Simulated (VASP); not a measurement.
# Cs2AgBiBr6 (Fm-3m) in VASP: further runs

The runs below take Cs2AgBiBr6 through single point, relaxation of cell and atoms, with LDA.

Program: VASP 6.6.1. These are calculated values, not measurements. Logs are shortened: lines on timing, memory, paths and dates and some standing lists are left out, and cuts for length are marked.

### Step 1. The cell of the first run

It takes space group Fm-3m (No. 225, cubic). Conventional cell: a = 10.996 Å, b = 10.996 Å, c = 10.996 Å, α = 90.00°, β = 90.00°, γ = 90.00°. Within 5.1 Å of Cs (site symmetry -43m) lie 12 Br at 3.89 Å and 4 Ag at 4.76 Å and 4 Bi at 4.76 Å. Within 3.5 Å of Ag (site symmetry m-3m) lie 6 Br at 2.69 Å. Within 3.7 Å of Bi (site symmetry m-3m) lie 6 Br at 2.81 Å. Within 3.5 Å of Br (site symmetry 4mm) lie 1 Ag at 2.69 Å and 1 Bi at 2.81 Å.

### Step 2. Single point, LDA

Input file INCAR:

```
SYSTEM = Cs2AgBiBr6
ALGO     = Normal         ! electronic algorithm
EDIFF    = 1E-6           ! SCF threshold, eV
ENCUT    = 520            ! plane-wave cutoff, eV
ISIF     = 2              ! what is computed and relaxed
ISMEAR   = 0              ! smearing method
LASPH    = .True.         ! aspherical terms in the spheres
LCHARG   = .False.        ! write CHGCAR
LREAL    = .False.        ! projectors in reciprocal space
LWAVE    = .False.        ! write WAVECAR
NBANDS   = 54             ! bands
NELM     = 100            ! most SCF steps
PREC     = Accurate       ! precision mode
SIGMA    = 0.02           ! smearing width, eV
```

Input file KPOINTS:

```
k-points
0
Gamma
  4 4 4
  0 0 0
```

Input file POSCAR:

```
Cs2AgBiBr6
1.0
    0.0000000000      5.4982005971      5.4982005971
    5.4982005971      0.0000000000      5.4982005971
    5.4982005971      5.4982005971      0.0000000000
Cs Ag Bi Br
2 1 1 6
Direct
    0.2500000000      0.2500000000      0.2500000000
    0.7500000000      0.7500000000      0.7500000000
    0.5000000000      0.5000000000      0.5000000000
    0.0000000000      0.0000000000      0.0000000000
    0.2554569204      0.7445430796      0.2554569204
    0.2554569204      0.7445430796      0.7445430796
    0.7445430796      0.2554569204      0.7445430796
    0.7445430796      0.2554569204      0.2554569204
    0.2554569204      0.2554569204      0.7445430796
    0.7445430796      0.7445430796      0.2554569204
```

Potentials or basis: VASP PAW LDA potentials, release 64 (Cs_sv, Ag, Bi_d, Br).

The run is started by

```
cat potpaw_LDA.64/Cs_sv/POTCAR potpaw_LDA.64/Ag/POTCAR potpaw_LDA.64/Bi_d/POTCAR potpaw_LDA.64/Br/POTCAR > POTCAR
mpirun -np 1 vasp_std > vasp.out
```

OUTCAR:

```text
SYSTEM = Cs2AgBiBr6
   EDIFF = 1E-6
   ENCUT = 520
   ISIF = 2
   ISMEAR = 0
   LASPH = .True.
   LREAL = .False.
   NELM = 100
   PREC = Accurate

 ion  position               nearest neighbor table
   1  0.250  0.250  0.250-
   2  0.750  0.750  0.750-
   3  0.500  0.500  0.500-   5 2.69   6 2.69   7 2.69   8 2.69   9 2.69  10 2.69
   4  0.000  0.000  0.000-   5 2.81   6 2.81   7 2.81   8 2.81   9 2.81  10 2.81
   5  0.255  0.745  0.255-   3 2.69   4 2.81
   6  0.255  0.745  0.745-   3 2.69   4 2.81
   7  0.745  0.255  0.745-   3 2.69   4 2.81
   8  0.745  0.255  0.255-   3 2.69   4 2.81
   9  0.255  0.255  0.745-   3 2.69   4 2.81
  10  0.745  0.745  0.255-   3 2.69   4 2.81

  LATTYP: Found a face centered cubic cell.
 ALAT       =    10.9964011942

  Lattice vectors:

 A1 = (   0.0000000000,   5.4982005971,   5.4982005971)
 A2 = (   5.4982005971,   0.0000000000,   5.4982005971)
 A3 = (   5.4982005971,   5.4982005971,   0.0000000000)

Analysis of symmetry for initial positions (statically):
=====================================================================
 Subroutine PRICEL returns:
 Original cell was already a primitive cell.

 Routine SETGRP: Setting up the symmetry group for a
 face centered cubic supercell.

 Subroutine GETGRP returns: Found 48 space group operations
 (whereof 48 operations were pure point group operations)
 out of a pool of 48 trial point group operations.

The static configuration has the point symmetry O_h .

Analysis of symmetry for dynamics (positions and initial velocities):
=====================================================================
 Subroutine PRICEL returns:
 Original cell was already a primitive cell.

 Routine SETGRP: Setting up the symmetry group for a
 face centered cubic supercell.

 Subroutine GETGRP returns: Found 48 space group operations
 (whereof 48 operations were pure point group operations)
 out of a pool of 48 trial point group operations.

The dynamic configuration has the point symmetry O_h .

 Subroutine INISYM returns: Found 48 space group operations
 (whereof 48 operations are pure point group operations),
 and found     1 'primitive' translations

----------------------------------------------------------------------------------------

                                     Primitive cell

  volume of cell :     332.4235

  direct lattice vectors                    reciprocal lattice vectors
     0.000000000  5.498200597  5.498200597    -0.090938843  0.090938843  0.090938843
     5.498200597  0.000000000  5.498200597     0.090938843 -0.090938843  0.090938843
     5.498200597  5.498200597  0.000000000     0.090938843  0.090938843 -0.090938843

  length of vectors
     7.775629853  7.775629853  7.775629853     0.157510696  0.157510696  0.157510696

  position of ions in fractional coordinates (direct lattice)
     0.250000000  0.250000000  0.250000000
     0.750000000  0.750000000  0.750000000
     0.500000000  0.500000000  0.500000000
     0.000000000  0.000000000  0.000000000
     0.255456920  0.744543080  0.255456920
     0.255456920  0.744543080  0.744543080
     0.744543080  0.255456920  0.744543080
     0.744543080  0.255456920  0.255456920
     0.255456920  0.255456920  0.744543080
     0.744543080  0.744543080  0.255456920

  ion indices of the primitive-cell ions
   primitive index   ion index
                 1           1
                 2           2
                 3           3
                 4           4
                 5           5
                 6           6
                 7           7
                 8           8
                 9           9
                10          10

----------------------------------------------------------------------------------------

 KPOINTS: k-points

Automatic generation of k-mesh.
 Grid dimensions read from file:
 generate k-points for:    4    4    4

 Generating k-lattice:

  Cartesian coordinates                     Fractional coordinates (reciprocal lattice)
    -0.022734711  0.022734711  0.022734711     0.250000000  0.000000000  0.000000000
     0.022734711 -0.022734711  0.022734711     0.000000000  0.250000000  0.000000000
     0.022734711  0.022734711 -0.022734711     0.000000000  0.000000000  0.250000000

  Length of vectors
     0.039377674  0.039377674  0.039377674

  Shift w.r.t. Gamma in fractional coordinates (k-lattice)
     0.000000000  0.000000000  0.000000000

 Subroutine IBZKPT returns following result:
 ===========================================

 Found      8 irreducible k-points:

 Following reciprocal coordinates:
            Coordinates               Weight
  0.000000  0.000000  0.000000      1.000000
  0.250000  0.000000  0.000000      8.000000
  0.500000  0.000000  0.000000      4.000000
  0.250000  0.250000  0.000000      6.000000
  0.500000  0.250000  0.000000     24.000000
 -0.250000  0.250000  0.000000     12.000000
  0.500000  0.500000  0.000000      3.000000
 -0.250000  0.500000  0.250000      6.000000
   k-points           NKPTS =      8   k-points in BZ     NKDIM =      8   number of bands    NBANDS=     54
   number of dos      NEDOS =    301   number of ions     NIONS =     10
   total plane-waves  NPLWV = 216000
   dimension x,y,z NGX =    60 NGY =   60 NGZ =   60
   dimension x,y,z NGXF=   120 NGYF=  120 NGZF=  120
   ions per type =               2   1   1   6
   NGX,Y,Z   is equivalent  to a cutoff of  12.83, 12.83, 12.83 a.u.
   NGXF,Y,Z  is equivalent  to a cutoff of  25.66, 25.66, 25.66 a.u.
 SYSTEM =  Cs2AgBiBr6
   PREC   = accura    normal or accurate (medium, high low for compatibility)
   ISTART =      0    job   : 0-new  1-cont  2-samecut
   ICHARG =      2    charge: 1-file 2-atom 10-const
   ISPIN  =      1    spin polarized calculation?
   LNONCOLLINEAR =      F non collinear calculations
   LSORBIT =      F    spin-orbit coupling
   LASPH  =      T    aspherical Exc in radial PAW
   ENCUT  =  520.0 eV  38.22 Ry    6.18 a.u.  14.46 14.46 14.46*2*pi/ulx,y,z
   NELM   =    100;   NELMIN=  2; NELMDL= -5     # of ELM steps
   EDIFF  = 0.1E-05   stopping-criterion for ELM
   LREAL  =      F    real-space projection
   EDIFFG = 0.1E-04   stopping-criterion for IOM
   NSW    =      0    number of steps for IOM
   IBRION =     -1    ionic relax: 0-MD 1-quasi-New 2-CG
   NFREE  =      0    steps in history (QN), initial steepest desc. (CG)
   ISIF   =      2    stress and relaxation
   ISYM   =      2    0-nonsym 1-usesym 2-fastsym
   POTIM  = 0.5000    time-step for ionic-motion
   TEBEG  =    0.0;   TEEND  =   0.0 temperature during run
   PSTRESS=    0.0 pullay stress
   NELECT =      86.0000    total number of electrons
   NUPDOWN=      -1.0000    fix difference up-down
   EMIN   =  10.00;   EMAX   =-10.00  energy-range for DOS
   EFERMI =   0.00;   METHOD = LEGACY
   ISMEAR =     0;   SIGMA  =   0.02  broadening in eV -4-tet -1-fermi 0-gaus
   EFERMI_NEDOS =   21; number of points for ismear=-14 and -15
   IALGO  =     38    algorithm
   IMIX   =      4    mixing-type and parameters
     AMIX     =   0.40;   BMIX     =  1.00
     AMIX_MAG =   1.60;   BMIX_MAG =  1.00
  volume/ion in A,a.u.               =      33.24       224.33
  Fermi-wavevector in a.u.,A,eV,Ry     =   1.043143  1.971254 14.805135  1.088147
  Thomas-Fermi vector in A             =   2.177839
   LORBIT       =      0    0 simple, 1 ext, 2 COOP (PROOUT), +10 PAW based schemes
   GGA     = CA    functional components
   LHFCALC =     F    Hartree Fock is set to
   AEXX    =    0.0000 exact exchange contribution
   IVDW    =     0    specifies the selected vdW correction
   LEPSILON=     F    determine dielectric tensor
   LRPA    =     F    only Hartree local field effects (RPA)
 non-spin polarized calculation
 Gauss-broadening in eV      SIGMA  =   0.02
  energy-cutoff  :      520.00
  volume of cell :      332.42
 maximum number of plane-waves:      8984
 NGX is ok and might be reduce to    60
   NGX = 29   NGY = 29   NGZ = 29

 number of electron      86.0000003 magnetization

 Free energy of the ion-electron system (eV)
  ---------------------------------------------------
  ext. energy  EPLUGINS =         0.00000000
  ---------------------------------------------------
  free energy    TOTEN  =       -34.33130105 eV

  energy without entropy =      -34.33130105  energy(sigma->0) =      -34.33130105

 E-fermi :   2.1341     XC(G=0):  -8.8455

 val. band max:        1.9911017954   @ k =   0.5000   0.5000   0.0000
 cond. band min:       2.9389539794   @ k =   0.5000   0.0000   0.0000
 fundamental gap:      0.9478521841
 Fermi energy:         2.1340928338

 k-point     1 :       0.0000    0.0000    0.0000
  band No.  band energies     occupation
      1     -21.2515      2.00000
      2     -21.2515      2.00000
      3     -21.1985      2.00000
      4     -21.1985      2.00000
      5     -21.1985      2.00000
      6     -18.8780      2.00000
[... 46 lines left out ...]
     53       6.9095      0.00000
     54       7.3045      0.00000

 k-point     2 :       0.2500    0.0000    0.0000
  band No.  band energies     occupation
      1     -21.2515      2.00000
      2     -21.2515      2.00000
      3     -21.1985      2.00000
      4     -21.1985      2.00000
      5     -21.1985      2.00000
      6     -18.8762      2.00000
[... 46 lines left out ...]
     53       7.2659      0.00000
     54       7.3958      0.00000
[... 283 lines left out ...]
     53       7.8861      0.00000
     54       8.3287      0.00000

 k-point     8 :      -0.2500    0.5000    0.2500
  band No.  band energies     occupation
      1     -21.2516      2.00000
      2     -21.2515      2.00000
      3     -21.1985      2.00000
      4     -21.1985      2.00000
      5     -21.1985      2.00000
      6     -18.8720      2.00000
[... 46 lines left out ...]
     53       7.6217      0.00000
     54       7.9940      0.00000

------------------------ aborting loop because EDIFF is reached ----------------------------------------

  FORCE on cell =-STRESS in cart. coord.  units (eV):
  Direction    XX          YY          ZZ          XY          YZ          ZX
  --------------------------------------------------------------------------------------
  -------------------------------------------------------------------------------------
  Total        0.1566646      0.1566646      0.1566646      0.0000000      0.0000000      0.0000000
  in kB        0.7550743      0.7550743      0.7550743      0.0000000      0.0000000      0.0000000
  external PRESSURE =       0.7550743 kB  Pullay stress =       0.0000000 kB

 VOLUME and BASIS-vectors are now :
 -----------------------------------------------------------------------------
  energy-cutoff  :      520.00
  volume of cell :      332.42
      direct lattice vectors                 reciprocal lattice vectors
     0.000000000  5.498200597  5.498200597    -0.090938843  0.090938843  0.090938843
     5.498200597  0.000000000  5.498200597     0.090938843 -0.090938843  0.090938843
     5.498200597  5.498200597  0.000000000     0.090938843  0.090938843 -0.090938843

 POSITION                                       TOTAL-FORCE (eV/Angst)
 -----------------------------------------------------------------------------------
      2.74910      2.74910      2.74910        -0.000000     -0.000000     -0.000000
      8.24730      8.24730      8.24730        -0.000000     -0.000000     -0.000000
      5.49820      5.49820      5.49820        -0.000000     -0.000000     -0.000000
      0.00000      0.00000      0.00000        -0.000000     -0.000000     -0.000000
      5.49820      2.80911      5.49820        -0.000000      0.007109     -0.000000
      8.18729      5.49820      5.49820        -0.007109     -0.000000     -0.000000
      5.49820      8.18729      5.49820        -0.000000     -0.007109     -0.000000
      2.80911      5.49820      5.49820         0.007109     -0.000000     -0.000000
      5.49820      5.49820      2.80911        -0.000000     -0.000000      0.007109
      5.49820      5.49820      8.18729        -0.000000     -0.000000     -0.007109
 -----------------------------------------------------------------------------------
    total drift:                                0.000000      0.000000     -0.000000

  FREE ENERGIE OF THE ION-ELECTRON SYSTEM (eV)
  ---------------------------------------------------
  free  energy   TOTEN  =       -34.3313010470 eV

  energy  without entropy=      -34.3313010470  energy(sigma->0) =      -34.33130105
```

Run time: 2.7 min. Hardware: 1 thread of Intel Xeon Platinum 8259CL at 2.50GHz (Skylake/Cascade Lake), shared host; peak memory 0.46 GiB.

What came out:

```yaml
Free_energy: -34.3313 eV
Pressure: 0.1 GPa
Largest_force: 0.007 eV/Å
Band_gap_on_the_k_mesh: 0.95 eV (least direct gap 2.29 eV)
```

Forces in eV/Å, atoms in the order of the input:
```
Cs   0.000  0.000  0.000
Cs   0.000  0.000  0.000
Ag   0.000  0.000  0.000
Bi   0.000  0.000  0.000
Br   0.000  0.007  0.000
Br  -0.007  0.000  0.000
Br   0.000 -0.007  0.000
Br   0.007  0.000  0.000
Br   0.000  0.000  0.007
Br   0.000  0.000 -0.007
```

Levels at points of the mesh, in eV from the valence-band top:
```tsv
k point	band 41	band 42	band 43	band 44	band 45	band 46
(0.00, 0.00, 0.00)	-1.42	-0.69	-0.69	1.88	1.88	1.88
(0.50, 0.00, 0.00)	-1.71	-1.41	-1.41	0.95	3.52	3.52
(0.50, 0.50, 0.00)	-1.45	-0.70	0.00	2.46	2.46	2.87
```

Caveat: spin-orbit coupling is left out, which moves the levels of the heavy elements. A k mesh can miss the band edges.

### Step 3. Relaxation of cell and atoms, LDA

This run uses another cell than the first one, of 37.86 Å³/atom.

Input file INCAR:

```
SYSTEM = Cs2AgBiBr6
PREC     = Accurate       ! precision mode
ENCUT    = 600            ! plane-wave cutoff, eV
EDIFF    = 1E-7           ! SCF threshold, eV
ISMEAR   = 0              ! smearing method
SIGMA    = 0.02           ! smearing width, eV
LREAL    = .False.        ! projectors in reciprocal space
LASPH    = .True.         ! aspherical terms in the spheres
NELM     = 100            ! most SCF steps
ALGO     = Normal         ! electronic algorithm
ISIF     = 3              ! what is computed and relaxed
LWAVE    = .False.        ! write WAVECAR
LCHARG   = .False.        ! write CHGCAR
IBRION   = 2              ! ionic algorithm
NSW      = 70             ! ionic steps
EDIFFG   = -0.005         ! ionic threshold
```

Input file KPOINTS:

```
Automatic mesh
0
Gamma
  4 4 4
  0 0 0
```

Input file POSCAR:

```
Cs2AgBiBr6
1.0
    0.0000000000      5.7420103772      5.7420103772
    5.7420103772      0.0000000000      5.7420103772
    5.7420103772      5.7420103772      0.0000000000
Cs Ag Bi Br
2 1 1 6
Direct
    0.2500000000      0.2500000000      0.2500000000
    0.7500000000      0.7500000000      0.7500000000
    0.5000000000      0.5000000000      0.5000000000
    0.0000000000      0.0000000000      0.0000000000
    0.2513065111      0.7486934889      0.2513065111
    0.2513065111      0.7486934889      0.7486934889
    0.7486934889      0.2513065111      0.7486934889
    0.7486934889      0.2513065111      0.2513065111
    0.2513065111      0.2513065111      0.7486934889
    0.7486934889      0.7486934889      0.2513065111
```

Potentials or basis: VASP PAW LDA potentials, release 64 (Cs_sv, Ag, Bi_d, Br).

The run is started by

```
cat potpaw_LDA.64/Cs_sv/POTCAR potpaw_LDA.64/Ag/POTCAR potpaw_LDA.64/Bi_d/POTCAR potpaw_LDA.64/Br/POTCAR > POTCAR
mpirun -np 1 vasp_std > vasp.out
```

It took 28 min on 1 thread of Intel Xeon Platinum 8259CL at 2.50GHz (Skylake/Cascade Lake), shared host; peak memory 0.67 GiB.

It converged, with:

| Property | Result |
| --- | --- |
| Free energy | -34.3338 eV |
| Relaxed volume | 33.33 Å³/atom |
| Relaxed cell | a = 7.782 Å, b = 7.782 Å, c = 7.782 Å, α = 60.00°, β = 60.00°, γ = 60.00° |
| Space group after relaxing (to 0.1 Å) | Fm-3m (No. 225) |
| Energy gained by relaxing | 48.5 meV/atom |
| Ionic steps | 8 |
| Pressure after relaxing | 0.0 GPa |
| Band gap on the k mesh | 0.95 eV (least direct gap 2.28 eV) |

Forces in eV/Å, atoms in the order of the input:
```
Cs   0.000  0.000  0.000
Cs   0.000  0.000  0.000
Ag   0.000  0.000  0.000
Bi   0.000  0.000  0.000
Br   0.000  0.003  0.000
Br  -0.003  0.000  0.000
Br   0.000 -0.003  0.000
Br   0.003  0.000  0.000
Br   0.000  0.000  0.003
Br   0.000  0.000 -0.003
```

Step by step:
| step | energy change (eV) | largest force (eV/Å) | pressure (GPa) | volume (Å³) |
| --- | --- | --- | --- | --- |
| 1 | 0.0000 | 0.0585 | -2.89 | 378.64 |
| 2 | -0.4200 | 0.3592 | -0.54 | 342.39 |
| 3 | -0.4310 | 0.4162 | 0.01 | 336.48 |
| 4 | -0.4706 | 0.2195 | 0.04 | 334.29 |
| 5 | -0.4844 | 0.0015 | 0.13 | 331.96 |
| 6 | -0.4844 | 0.0132 | 0.12 | 332.08 |
| 7 | -0.4849 | 0.0006 | -0.04 | 333.61 |
| 8 | -0.4849 | 0.0026 | 0.00 | 333.25 |

Final structure:
```
Cs Ag Bi Br
1.0
     0.00000    5.50275    5.50275
     5.50275    0.00000    5.50275
     5.50275    5.50275    0.00000
Cs Ag Bi Br
2 1 1 6
Direct
  0.25000 0.25000 0.25000
  0.75000 0.75000 0.75000
  0.50000 0.50000 0.50000
  0.00000 0.00000 0.00000
  0.25546 0.74454 0.25546
  0.25546 0.74454 0.74454
  0.74454 0.25546 0.74454
  0.74454 0.25546 0.25546
  0.25546 0.25546 0.74454
  0.74454 0.74454 0.25546
```

Levels at points of the mesh, in eV from the valence-band top:
| k point | band 40 | band 41 | band 42 | band 43 | band 44 | band 45 | band 46 | band 47 |
| --- | --- | --- | --- | --- | --- | --- | --- | --- |
| (0.00, 0.00, 0.00) | -1.41 | -1.41 | -0.69 | -0.69 | 1.88 | 1.88 | 1.88 | 3.19 |
| (0.50, 0.00, 0.00) | -1.77 | -1.71 | -1.40 | -1.40 | 0.95 | 3.51 | 3.51 | 4.57 |
| (0.50, 0.50, 0.00) | -1.84 | -1.43 | -0.70 | 0.00 | 2.46 | 2.46 | 2.87 | 4.57 |

Caveat: spin-orbit coupling is left out, which moves the levels of the heavy elements. Zero-point motion and thermal expansion aren't in these numbers.
